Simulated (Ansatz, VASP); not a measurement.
**One calculation of GeSbTe3, two programs**

INCAR

```
ALGO = Normal ; EDIFF = 1E-6
ENCUT = 520 ; GGA = PE
ISIF = 2 ; ISMEAR = 0
LASPH = T ; LCHARG = T
LELF = T ; LREAL = Auto
LVHAR = T ; LWAVE = F
NBANDS = 68 ; NELM = 60
PREC = Accurate ; SIGMA = 0.15
```

KPOINTS

```
k-points
0
Gamma
  13 13 2
```

The input POSCAR:

```
GeSbTe3
1.0
   -4.1549290696      0.0000000000      0.0000000000
   -2.0774645348     -3.5982741252      0.0000000000
    0.0000000000      0.0000000000     31.2016984524
Ge Sb Te
3 3 9
Direct
    0.6666666667      0.6666666667      0.9331630255
    1.0000000000      0.0000000000      0.5998296922
    0.3333333333      0.3333333333      0.2664963588
    0.6666666667      0.6666666667      0.7287709352
    1.0000000000      0.0000000000      0.3954376019
    0.3333333333      0.3333333333      0.0621042686
    0.6666666667      0.6666666667      0.3324643590
    1.0000000000      0.0000000000      0.9991310257
    0.3333333333      0.3333333333      0.6657976923
    0.6666666667      0.6666666667      0.1207613620
    1.0000000000      1.0000000000      0.7874280286
    0.3333333333      0.3333333333      0.4540946953
    0.6666666667      0.6666666667      0.5515079849
    1.0000000000      0.0000000000      0.2181746516
    0.3333333333      0.3333333333      0.8848413183
```

Input for Ansatz:

```yaml
crystal:
  lattice:
    - [-4.1549290696, 0.0, 0.0]
    - [-2.0774645348, -3.5982741252, 0.0]
    - [0.0, 0.0, 31.2016984524]
  atoms:
    - { symbol: Ge, position: [0.6666666667, 0.6666666667, 0.9331630255] }
    - { symbol: Ge, position: [1.0, 0.0, 0.5998296922] }
    - { symbol: Ge, position: [0.3333333333, 0.3333333333, 0.2664963588] }
    - { symbol: Sb, position: [0.6666666667, 0.6666666667, 0.7287709352] }
    - { symbol: Sb, position: [1.0, 0.0, 0.3954376019] }
    - { symbol: Sb, position: [0.3333333333, 0.3333333333, 0.0621042686] }
    - { symbol: Te, position: [0.6666666667, 0.6666666667, 0.332464359] }
    - { symbol: Te, position: [1.0, 0.0, 0.9991310257] }
    - { symbol: Te, position: [0.3333333333, 0.3333333333, 0.6657976923] }
    - { symbol: Te, position: [0.6666666667, 0.6666666667, 0.120761362] }
    - { symbol: Te, position: [1.0, 1.0, 0.7874280286] }
    - { symbol: Te, position: [0.3333333333, 0.3333333333, 0.4540946953] }
    - { symbol: Te, position: [0.6666666667, 0.6666666667, 0.5515079849] }
    - { symbol: Te, position: [1.0, 0.0, 0.2181746516] }
    - { symbol: Te, position: [0.3333333333, 0.3333333333, 0.8848413183] }
basis:
  ecutwfc: 420
kpoints:
  mp_grid: { grid: [13, 13, 2] }
hamiltonian:
  xc: pbe
scf:
  occupations: { method: gaussian, width: 0.15 }
output:
  forces: true
  stress: true
  eigenvalues: true
```

Alike in both runs: task single point; functional PBE; k mesh 13 × 13 × 2; occupations gaussian, width 0.15 eV; no spin polarisation.

|  | VASP | Ansatz |
| --- | --- | --- |
| version | VASP 6.6.1 | Ansatz 0.2.0 |
| potentials or method | VASP PAW PBE potentials, release 64 (Ge_d, Sb, Te), cutoff 520 eV | scalar-relativistic, plane waves, PAW |
| valence electrons in the cell | 111 | 231 |

```csv
,VASP,Ansatz,Ansatz less VASP
gap on the k mesh at the Fermi level (eV),none,none,-
pressure (GPa),0.0,0.0,0.00
"traceless stress, the component that is largest in VASP (GPa)",-0.04,-0.05,-0.007
rms of the force components (eV/Å),0.007,0.001,-0.0056
```

Atom by atom the forces differ by 0.007 eV/Å (rms over components). A gap of «none» marks a metal or a gap that the smearing closes. VASP's potentials hold 111 valence electrons a cell and Ansatz's 231, so a difference there can come from the potentials and not from the codes.

Spin-orbit coupling is off throughout.
